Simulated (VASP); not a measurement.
## C: single point with revPBE

C:

```
C
1.0
    -1.14341    1.14341    1.14341
     1.14341   -1.14341    1.14341
     1.14341    1.14341   -1.14341
C
1
Direct
  0.00000 0.00000 0.00000
```

This cell differs from its parent crystal: volume scaled by 0.88.

| Item | Value |
| --- | --- |
| Program | VASP 6.6.1 |
| Task | single point |
| Functional | revPBE |
| Potentials or basis | VASP PAW PBE potentials, release 64 (C) |
| Cutoff | 520 eV |
| k mesh | 21 × 21 × 21 |
| Occupations | fermi-dirac, width 0.1 eV |
| Spin | no spin polarisation |

- Pressure: 29.2 GPa
- Band gap on the k mesh: zero (band 2 reaches 20.42 eV, above the bottom of band 3 at 4.55 eV)

Levels at points of the mesh, in eV from the Fermi level:
| k point | band 1 | band 2 | band 3 | band 4 | band 5 | band 6 |
| --- | --- | --- | --- | --- | --- | --- |
| (0.00, 0.00, 0.00) | -21.22 | 10.25 | 10.25 | 10.25 | 34.99 | 34.99 |

Run time: 14 s on 1 thread of Intel Xeon 8259CL, with other jobs on the host, peak memory 0.08 GiB.

Caveat: the PAW data sets were made with another functional, which shifts forces and pressure a little.
